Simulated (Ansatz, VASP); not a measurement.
## One calculation of CdSe, two programs

```xyz
2
Lattice="-0.0048 2.8965 2.9223 3.0040 -0.0693 2.9868 2.9930 2.9500 -0.0583" Properties=species:S:1:pos:R:3 pbc="T T T"
Cd    0.0580   -0.0490   -0.0587
Se    4.4362    4.3818    4.4469
```

Change from the starting cell: all atoms moved at random, cell strained at random.

Alike in both runs: task single point; functional PBE; k mesh 10 × 10 × 10; occupations gaussian, width 0.05 eV; no spin polarisation.

|  | VASP | Ansatz |
| --- | --- | --- |
| version | VASP 6.6.1 | Ansatz 0.2.0 |
| potentials or method | VASP PAW PBE potentials, release 64 (Cd, Se), cutoff 520 eV | scalar-relativistic, plane waves, PAW |
| valence electrons in the cell | 18 | 36 |

Ansatz gave:

* gap on the k mesh at the Fermi level (eV): 0.63
* least direct gap on the mesh (eV): 0.63
* pressure (GPa): 7.2
* traceless stress, the component that is largest in VASP (GPa): 3.30
* rms of the force components (eV/Å): 0.447

**Question.** Which values does VASP return?

**Answer.** gap on the k mesh at the Fermi level (eV): 0.63; least direct gap on the mesh (eV): 0.63; pressure (GPa): 7.6; traceless stress, the component that is largest in VASP (GPa): 3.42; rms of the force components (eV/Å): 0.460.

Atom by atom the forces differ by 0.013 eV/Å (rms over components). VASP's potentials hold 18 valence electrons a cell and Ansatz's 36, so a difference there can come from the potentials and not from the codes.
